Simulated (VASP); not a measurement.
# Ga2Ge3O (P6/mmm) in VASP: single point with PBE

Aim: the single point of Ga2Ge3O with PBE.

Program: VASP 6.6.1. These are calculated values, not measurements. Logs are shortened: lines on timing, memory, paths and dates and some standing lists are left out, and cuts for length are marked.

## 1. The cell of the first run

It takes space group P6/mmm (No. 191, hexagonal). Conventional cell: a = 4.420 Å, b = 4.420 Å, c = 6.326 Å, α = 90.00°, β = 90.00°, γ = 120.00°. Ga (site symmetry 6mm) has 1 O at 2.02 Å and 1 Ga at 2.29 Å within 2.7 Å. Within 2.9 Å of Ge (site symmetry mmm) lie 4 Ge at 2.21 Å and 2 O at 2.21 Å. Within 2.7 Å of O (site symmetry 6/mmm) lie 2 Ga at 2.02 Å and 6 Ge at 2.21 Å.

## 2. Single point, PBE

INCAR reads:

```
SYSTEM = Ga2Ge3O
  ALGO = Normal
  EDIFF = 1E-7
  ENCUT = 520
  GGA = PE
  ISIF = 2
  ISMEAR = 0
  LASPH = .TRUE.
  LCHARG = .TRUE.
  LELF = .TRUE.
  LREAL = .FALSE.
  LVHAR = .TRUE.
  LWAVE = .FALSE.
  NBANDS = 46
  NELM = 60
  PREC = Accurate
  SIGMA = 0.1
```

KPOINTS reads:

```
k-points
0
G
  6 6 4
  0 0 0
```

POSCAR reads:

```
Ga2Ge3O
1.0
    4.4199255900      0.0000000000      0.0000000000
   -2.2099627900      3.8277678400      0.0000000000
    0.0000000000      0.0000000000      6.3260876700
Ga Ge O
2 3 1
Direct
    0.0000000000      0.0000000000      0.8192757700
    0.0000000000      0.0000000000      0.1807242300
    0.5000000000      0.0000000000      0.5000000000
    0.0000000000      0.5000000000      0.5000000000
    0.5000000000      0.5000000000      0.5000000000
    0.0000000000      0.0000000000      0.5000000000
```

Potentials or basis: VASP PAW PBE potentials, release 64 (Ga_d, Ge_d, O).

Run with:

```
$ cat potpaw_PBE.64/Ga_d/POTCAR potpaw_PBE.64/Ge_d/POTCAR potpaw_PBE.64/O/POTCAR > POTCAR
$ mpirun -np 1 vasp_std > vasp.out
```

OUTCAR:

```text
SYSTEM = Ga2Ge3O
   EDIFF = 1E-7
   ENCUT = 520
   GGA = PE
   ISIF = 2
   ISMEAR = 0
   LASPH = .TRUE.
   LREAL = .FALSE.
   NELM = 60
   PREC = Accurate

 ion  position               nearest neighbor table
   1  0.000  0.000  0.819-   6 2.02   2 2.29
   2  0.000  0.000  0.181-   6 2.02   1 2.29
   3  0.500  0.000  0.500-   5 2.21   5 2.21   4 2.21   4 2.21   6 2.21   6 2.21
   4  0.000  0.500  0.500-   6 2.21   6 2.21   3 2.21   3 2.21   5 2.21   5 2.21
   5  0.500  0.500  0.500-   3 2.21   3 2.21   6 2.21   6 2.21   4 2.21   4 2.21
   6  0.000  0.000  0.500-   1 2.02   2 2.02   4 2.21   4 2.21   5 2.21   5 2.21   3 2.21   3 2.21

  LATTYP: Found a hexagonal cell.
 ALAT       =     4.4199255900
 C/A-ratio  =     1.4312656494

  Lattice vectors:

 A1 = (   4.4199255900,   0.0000000000,   0.0000000000)
 A2 = (  -2.2099627900,   3.8277678400,   0.0000000000)
 A3 = (   0.0000000000,   0.0000000000,   6.3260876700)

Analysis of symmetry for initial positions (statically):
=====================================================================
 Subroutine PRICEL returns:
 Original cell was already a primitive cell.

 Routine SETGRP: Setting up the symmetry group for a
 hexagonal supercell.

 Subroutine GETGRP returns: Found 24 space group operations
 (whereof 24 operations were pure point group operations)
 out of a pool of 24 trial point group operations.

The static configuration has the point symmetry D_6h.

Analysis of symmetry for dynamics (positions and initial velocities):
=====================================================================
 Subroutine PRICEL returns:
 Original cell was already a primitive cell.

 Routine SETGRP: Setting up the symmetry group for a
 hexagonal supercell.

 Subroutine GETGRP returns: Found 24 space group operations
 (whereof 24 operations were pure point group operations)
 out of a pool of 24 trial point group operations.

The dynamic configuration has the point symmetry D_6h.

 Subroutine INISYM returns: Found 24 space group operations
 (whereof 24 operations are pure point group operations),
 and found     1 'primitive' translations

----------------------------------------------------------------------------------------

                                     Primitive cell

  volume of cell :     107.0276

  direct lattice vectors                    reciprocal lattice vectors
     4.419925590  0.000000000  0.000000000     0.226248153  0.130624432  0.000000000
    -2.209962790  3.827767840  0.000000000     0.000000000  0.261248864  0.000000000
     0.000000000  0.000000000  6.326087670     0.000000000  0.000000000  0.158075584

  length of vectors
     4.419925590  4.419925584  6.326087670     0.261248864  0.261248864  0.158075584

  position of ions in fractional coordinates (direct lattice)
     0.000000000  0.000000000  0.819275770
     0.000000000  0.000000000  0.180724230
     0.500000000  0.000000000  0.500000000
     0.000000000  0.500000000  0.500000000
     0.500000000  0.500000000  0.500000000
     0.000000000  0.000000000  0.500000000

  ion indices of the primitive-cell ions
   primitive index   ion index
                 1           1
                 2           2
                 3           3
                 4           4
                 5           5
                 6           6

----------------------------------------------------------------------------------------

 KPOINTS: k-points

Automatic generation of k-mesh.
 Grid dimensions read from file:
 generate k-points for:    6    6    4

 Generating k-lattice:

  Cartesian coordinates                     Fractional coordinates (reciprocal lattice)
     0.037708025  0.021770739  0.000000000     0.166666667  0.000000000  0.000000000
     0.000000000  0.043541477  0.000000000     0.000000000  0.166666667  0.000000000
     0.000000000  0.000000000  0.039518896     0.000000000  0.000000000  0.250000000

  Length of vectors
     0.043541477  0.043541477  0.039518896

  Shift w.r.t. Gamma in fractional coordinates (k-lattice)
     0.000000000  0.000000000  0.000000000

 Subroutine IBZKPT returns following result:
 ===========================================

 Found     21 irreducible k-points:

 Following reciprocal coordinates:
            Coordinates               Weight
  0.000000  0.000000  0.000000      1.000000
  0.166667 -0.000000  0.000000      6.000000
  0.333333  0.000000  0.000000      6.000000
  0.500000  0.000000  0.000000      3.000000
  0.166667  0.166667  0.000000      6.000000
  0.333333  0.166667  0.000000     12.000000
[... 13 lines left out ...]
  0.333333  0.166667  0.500000     12.000000
  0.333333  0.333333  0.500000      2.000000
   k-points           NKPTS =     21   k-points in BZ     NKDIM =     21   number of bands    NBANDS=     46
   number of dos      NEDOS =    301   number of ions     NIONS =      6
   total plane-waves  NPLWV =  62208
   dimension x,y,z NGX =    36 NGY =   36 NGZ =   48
   dimension x,y,z NGXF=    72 NGYF=   72 NGZF=   96
   ions per type =               2   3   1
   NGX,Y,Z   is equivalent  to a cutoff of  13.54, 13.54, 12.61 a.u.
   NGXF,Y,Z  is equivalent  to a cutoff of  27.08, 27.08, 25.23 a.u.
 SYSTEM =  Ga2Ge3O
   PREC   = accura    normal or accurate (medium, high low for compatibility)
   ISTART =      0    job   : 0-new  1-cont  2-samecut
   ICHARG =      2    charge: 1-file 2-atom 10-const
   ISPIN  =      1    spin polarized calculation?
   LNONCOLLINEAR =      F non collinear calculations
   LSORBIT =      F    spin-orbit coupling
   LASPH  =      T    aspherical Exc in radial PAW
   ENCUT  =  520.0 eV  38.22 Ry    6.18 a.u.   8.22  8.22 11.76*2*pi/ulx,y,z
   NELM   =     60;   NELMIN=  2; NELMDL= -5     # of ELM steps
   EDIFF  = 0.1E-06   stopping-criterion for ELM
   LREAL  =      F    real-space projection
   EDIFFG = 0.1E-05   stopping-criterion for IOM
   NSW    =      0    number of steps for IOM
   IBRION =     -1    ionic relax: 0-MD 1-quasi-New 2-CG
   NFREE  =      0    steps in history (QN), initial steepest desc. (CG)
   ISIF   =      2    stress and relaxation
   ISYM   =      2    0-nonsym 1-usesym 2-fastsym
   POTIM  = 0.5000    time-step for ionic-motion
   TEBEG  =    0.0;   TEEND  =   0.0 temperature during run
   PSTRESS=    0.0 pullay stress
   NELECT =      74.0000    total number of electrons
   NUPDOWN=      -1.0000    fix difference up-down
   EMIN   =  10.00;   EMAX   =-10.00  energy-range for DOS
   EFERMI =   0.00;   METHOD = LEGACY
   ISMEAR =     0;   SIGMA  =   0.10  broadening in eV -4-tet -1-fermi 0-gaus
   EFERMI_NEDOS =   21; number of points for ismear=-14 and -15
   IALGO  =     38    algorithm
   IMIX   =      4    mixing-type and parameters
     AMIX     =   0.40;   BMIX     =  1.00
     AMIX_MAG =   1.60;   BMIX_MAG =  1.00
  volume/ion in A,a.u.               =      17.84       120.38
  Fermi-wavevector in a.u.,A,eV,Ry     =   1.447616  2.735598 28.512276  2.095593
  Thomas-Fermi vector in A             =   2.565551
   LORBIT       =      0    0 simple, 1 ext, 2 COOP (PROOUT), +10 PAW based schemes
   GGA     = PE    functional components
   LHFCALC =     F    Hartree Fock is set to
   AEXX    =    0.0000 exact exchange contribution
   IVDW    =     0    specifies the selected vdW correction
   LEPSILON=     F    determine dielectric tensor
   LRPA    =     F    only Hartree local field effects (RPA)
 non-spin polarized calculation
 Gauss-broadening in eV      SIGMA  =   0.10
  energy-cutoff  :      520.00
  volume of cell :      107.03
 maximum number of plane-waves:      2908
 NGX is ok and might be reduce to    36
   NGX = 17   NGY = 17   NGZ = 23

 number of electron      74.0000002 magnetization

 Free energy of the ion-electron system (eV)
  ---------------------------------------------------
  ext. energy  EPLUGINS =         0.00000000
  ---------------------------------------------------
  free energy    TOTEN  =       -14.86947123 eV

  energy without entropy =      -14.85407517  energy(sigma->0) =      -14.86177320

 E-fermi :   5.7977     XC(G=0): -10.3633

 val. band max:        5.7374265639   @ k =   0.1667   0.1667   0.2500
 cond. band min:       5.8516192365   @ k =   0.3333   0.0000   0.2500
 fundamental gap:      0.1141926726
 Fermi energy:         5.7976683383

 k-point     1 :       0.0000    0.0000    0.0000
  band No.  band energies     occupation
      1     -20.5289      2.00000
      2     -20.3010      2.00000
      3     -20.3010      2.00000
      4     -19.9826      2.00000
      5     -19.9387      2.00000
      6     -19.7488      2.00000
[... 38 lines left out ...]
     45       9.3629      0.00000
     46      10.6751      0.00000

 k-point     2 :       0.1667   -0.0000    0.0000
  band No.  band energies     occupation
      1     -20.4660      2.00000
      2     -20.2854      2.00000
      3     -20.2322      2.00000
      4     -19.9375      2.00000
      5     -19.9109      2.00000
      6     -19.7453      2.00000
[... 38 lines left out ...]
     45      10.4360      0.00000
     46      11.6465      0.00000

 k-point     3 :       0.3333    0.0000    0.0000
  band No.  band energies     occupation
      1     -20.3457      2.00000
      2     -20.2059      2.00000
      3     -20.0443      2.00000
      4     -19.8495      2.00000
      5     -19.8198      2.00000
      6     -19.7206      2.00000
[... 38 lines left out ...]
     45      11.3087      0.00000
     46      12.5207      0.00000

 k-point     4 :       0.5000    0.0000    0.0000
  band No.  band energies     occupation
      1     -20.3143      2.00000
      2     -20.0618      2.00000
      3     -19.8489      2.00000
      4     -19.8428      2.00000
      5     -19.8212      2.00000
      6     -19.6781      2.00000
[... 773 lines left out ...]
     45      12.1099      0.00000
     46      12.2419      0.00000

 k-point    20 :       0.3333    0.1667    0.5000
  band No.  band energies     occupation
      1     -20.2587      2.00000
      2     -20.1301      2.00000
      3     -19.9140      2.00000
      4     -19.8152      2.00000
      5     -19.8024      2.00000
      6     -19.7085      2.00000
[... 38 lines left out ...]
     45      11.4506      0.00000
     46      12.4961      0.00000

 k-point    21 :       0.3333    0.3333    0.5000
  band No.  band energies     occupation
      1     -20.1674      2.00000
      2     -20.0131      2.00000
      3     -20.0131      2.00000
      4     -19.7971      2.00000
      5     -19.7971      2.00000
      6     -19.7217      2.00000
[... 38 lines left out ...]
     45      12.7579      0.00000
     46      12.7579      0.00000

------------------------ aborting loop because EDIFF is reached ----------------------------------------

  FORCE on cell =-STRESS in cart. coord.  units (eV):
  Direction    XX          YY          ZZ          XY          YZ          ZX
  --------------------------------------------------------------------------------------
  -------------------------------------------------------------------------------------
  Total       40.6703187     40.6703187     12.7871181      0.0000001     -0.0000000      0.0000000
  in kB      608.8248982    608.8248970    191.4200852      0.0000008     -0.0000000      0.0000000
  external PRESSURE =     469.6899601 kB  Pullay stress =       0.0000000 kB

 VOLUME and BASIS-vectors are now :
 -----------------------------------------------------------------------------
  energy-cutoff  :      520.00
  volume of cell :      107.03
      direct lattice vectors                 reciprocal lattice vectors
     4.419925590  0.000000000  0.000000000     0.226248153  0.130624432  0.000000000
    -2.209962790  3.827767840  0.000000000     0.000000000  0.261248864  0.000000000
     0.000000000  0.000000000  6.326087670     0.000000000  0.000000000  0.158075584

 POSITION                                       TOTAL-FORCE (eV/Angst)
 -----------------------------------------------------------------------------------
      0.00000      0.00000      5.18281         0.000000     -0.000000     -0.621106
      0.00000      0.00000      1.14328        -0.000000      0.000000      0.621106
      2.20996      0.00000      3.16304         0.000000      0.000000      0.000000
     -1.10498      1.91388      3.16304         0.000000      0.000000      0.000000
      1.10498      1.91388      3.16304         0.000000      0.000000      0.000000
      0.00000      0.00000      3.16304         0.000000      0.000000      0.000000
 -----------------------------------------------------------------------------------
    total drift:                                0.000000      0.000000      0.000000

  FREE ENERGIE OF THE ION-ELECTRON SYSTEM (eV)
  ---------------------------------------------------
  free  energy   TOTEN  =       -14.8694712256 eV

  energy  without entropy=      -14.8540751657  energy(sigma->0) =      -14.86177320
```

Wall time 87 s (1 thread of AMD EPYC 9R45 (Zen 5), shared host); peak memory 0.26 GiB.

Results:

* Free energy: -14.8695 eV
* Pressure: 47.0 GPa
* Largest force: 0.621 eV/Å
* Band gap on the k mesh: zero (band 37 reaches 7.19 eV, above the bottom of band 38 at 5.12 eV)

Forces in eV/Å, atoms in the order of the input:
```
Ga   0.000  0.000 -0.621
Ga   0.000  0.000  0.621
Ge   0.000  0.000  0.000
Ge   0.000  0.000  0.000
Ge   0.000  0.000  0.000
O    0.000  0.000  0.000
```

Stress tensor (GPa, compression positive):
```
60.88  0.00  0.00
 0.00 60.88  0.00
 0.00  0.00 19.14
```
